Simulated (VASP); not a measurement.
# Li (P6_3/mmc) in VASP: a series of runs, part 2 of 2

VASP 6.6.1.

**5. Relaxation of shape and atoms at fixed volume, PBE**

This run uses another cell than the first one, of 10.13 Å³/atom, 0.500 times its volume.

The input, INCAR:

```
  PREC = Accurate
  ENCUT = 600
  EDIFF = 1E-7
  ISMEAR = -1
  SIGMA = 0.1
  LREAL = F
  LASPH = T
  NELM = 60
  ALGO = Normal
  ISIF = 4
  LWAVE = F
  LCHARG = F
  GGA = PE
  IBRION = 2
  NSW = 50
  EDIFFG = -0.005
```

The input, KPOINTS:

```
Automatic mesh
0
Gamma
  14 14 8
```

The input, POSCAR:

```
Li
1.0
    2.4275335748      0.0000000000      0.0000000000
   -1.2137667874      2.1023057444      0.0000000000
    0.0000000000      0.0000000000      3.9682936450
Li
2
Direct
    0.3333333333      0.6666666667      0.2500000000
    0.6666666667      0.3333333333      0.7500000000
```

Potentials or basis: VASP PAW PBE potentials, release 64 (Li_sv).

Command:

```
$ cat potpaw_PBE.64/Li_sv/POTCAR > POTCAR
$ mpirun -np 1 vasp_std > vasp.out
```

OUTCAR:

```text
PREC = Accurate
   ENCUT = 600
   EDIFF = 1E-7
   ISMEAR = -1
   LREAL = F
   LASPH = T
   NELM = 60
   ISIF = 4
   GGA = PE
   IBRION = 2
   NSW = 50
   EDIFFG = -0.005

 ion  position               nearest neighbor table
   1  0.333  0.667  0.250-   2 2.43   2 2.43   2 2.43   2 2.43   2 2.43   2 2.43
   2  0.667  0.333  0.750-   1 2.43   1 2.43   1 2.43   1 2.43   1 2.43   1 2.43

  LATTYP: Found a hexagonal cell.
 ALAT       =     2.4275335748
 C/A-ratio  =     1.6347018580

  Lattice vectors:

 A1 = (   2.4275335748,   0.0000000000,   0.0000000000)
 A2 = (  -1.2137667874,   2.1023057444,   0.0000000000)
 A3 = (   0.0000000000,   0.0000000000,   3.9682936450)

Analysis of symmetry for initial positions (statically):
=====================================================================
 Subroutine PRICEL returns:
 Original cell was already a primitive cell.

 Routine SETGRP: Setting up the symmetry group for a
 hexagonal supercell.

 Subroutine GETGRP returns: Found 24 space group operations
 (whereof 12 operations were pure point group operations)
 out of a pool of 24 trial point group operations.

The static configuration has the point symmetry D_3d.
[... 171 lines left out ...]
  -------------------------------------------------------------------------------------
  Total        3.8231297      3.8231297      3.8465825      0.0000000     -0.0000000     -0.0000000
  in kB      302.4577280    302.4577280    304.3131456      0.0000000     -0.0000000     -0.0000000
  external PRESSURE =     303.0762005 kB  Pullay stress =       0.0000000 kB
[... 59 lines left out ...]
--------------------------------------- Ionic step        3  -------------------------------------------

 number of electron       6.0000005 magnetization

 Free energy of the ion-electron system (eV)
  ---------------------------------------------------
  ext. energy  EPLUGINS =         0.00000000
  ---------------------------------------------------
  free energy    TOTEN  =        -2.66877712 eV

  energy without entropy =       -2.64398157  energy(sigma->0) =       -2.65637934

 E-fermi :   3.2555     XC(G=0):  -8.9742

 val. band max:        3.1899865719   @ k =   0.5000   0.0000   0.2500
 cond. band min:       3.2977981420   @ k =   0.2857   0.0714   0.3750
 fundamental gap:      0.1078115701
 Fermi energy:         3.2554513548

 k-point     1 :       0.0000    0.0000    0.0000
  band No.  band energies     occupation
      1     -42.4632      2.00000
      2     -42.2492      2.00000
      3      -0.8306      2.00000
      4       2.7868      1.98173
      5       9.4007      0.00000
      6      23.3815      0.00000
      7      23.3815      0.00000
[... 221 lines left out ...]
 k-point    24 :       0.3571    0.2857    0.0000
  band No.  band energies     occupation
      1     -42.2059      2.00000
      2     -42.1896      2.00000
      3       4.6093      0.00000
      4       6.6218      0.00000
      5       7.6758      0.00000
      6      12.4769      0.00000
      7      13.0522      0.00000

 [... further k-points ...]
[... 5 lines left out ...]
  --------------------------------------------------------------------------------------
  -------------------------------------------------------------------------------------
  Total        3.8277146      3.8277146      3.8372008     -0.0000000     -0.0000000     -0.0000000
  in kB      302.8204568    302.8204569    303.5709299     -0.0000000     -0.0000000     -0.0000000
  external PRESSURE =     303.0706145 kB  Pullay stress =       0.0000000 kB
[... 17 lines left out ...]
  FREE ENERGIE OF THE ION-ELECTRON SYSTEM (eV)
  ---------------------------------------------------
  free  energy   TOTEN  =        -2.6687771172 eV

  energy  without entropy=       -2.6439815694  energy(sigma->0) =       -2.65637934

 reached required accuracy - stopping structural energy minimisation
```

Wall time 12 s (1 thread of Intel Xeon 6975P-C (Granite Rapids), shared host); peak memory 0.13 GiB.

Results:

```yaml
Free_energy: -2.6688 eV
Energy_gained_by_relaxing: 0.0 meV/atom
Ionic_steps: 3
Pressure_after_relaxing: 30.3 GPa
Band_gap_on_the_k_mesh: zero (band 3 reaches 5.96 eV, above the bottom of band 4 at 0.37 eV)
```

Final structure:
```cif
data_structure
_symmetry_space_group_name_H-M 'P 1'
_symmetry_Int_Tables_number 1
_cell_length_a 2.4257
_cell_length_b 2.4257
_cell_length_c 3.9743
_cell_angle_alpha 90.000
_cell_angle_beta 90.000
_cell_angle_gamma 120.000
_cell_volume 20.25
loop_
_atom_site_label
_atom_site_type_symbol
_atom_site_fract_x
_atom_site_fract_y
_atom_site_fract_z
_atom_site_occupancy
Li1 Li 0.33333 0.66667 0.25000 1
Li2 Li 0.66667 0.33333 0.75000 1
```

Levels at points of the mesh, in eV from the Fermi level:
| k point | band 1 | band 2 | band 3 | band 4 | band 5 | band 6 | band 7 |
| --- | --- | --- | --- | --- | --- | --- | --- |
| (0.00, 0.00, 0.00) | -45.72 | -45.50 | -4.09 | -0.47 | 6.15 | 20.13 | 20.13 |
| (0.50, 0.00, 0.00) | -45.50 | -45.44 | -0.35 | 2.14 | 7.18 | 8.74 | 10.94 |
| (0.00, 0.00, 0.50) | -45.61 | -45.61 | -2.88 | -2.88 | 12.93 | 12.93 | 21.65 |
| (0.50, 0.00, 0.50) | -45.47 | -45.47 | 0.72 | 0.72 | 6.55 | 6.55 | 15.65 |

Caveat: the cutoff is under 1.25 times the usual one of these potentials, so pressure, stress and relaxed cells hold a basis-set (Pulay) error.

**6. Summary**

| task | cell | cutoff (eV) | gap on the mesh (eV) | pressure (GPa) |
| --- | --- | --- | --- | --- |
| single point | a = 3.059, b = 3.059, c = 5.000 Å, angles 90.0, 90.0, 120.0°, 2 atoms | 520 | none | - |
| relaxation of shape and atoms at fixed volume | relaxed from a = 2.309, b = 2.309, c = 3.774 Å, angles 90.0, 90.0, 120.0°, 2 atoms | 600 | none | 47.6 |
| relaxation of shape and atoms at fixed volume | relaxed from a = 2.428, b = 2.428, c = 3.968 Å, angles 90.0, 90.0, 120.0°, 2 atoms | 600 | none | 30.3 |

Alike in all rows: level PBE; potentials or basis VASP PAW PBE potentials, release 64 (Li_sv); no spin polarisation; k mesh 14 × 14 × 8; smearing fermi-dirac 0.1 eV.

Caveats: the cutoff is under 1.25 times the usual one of these potentials, so pressure, stress and relaxed cells hold a basis-set (Pulay) error.

Absolute energies hang on the potentials; compare differences alone.
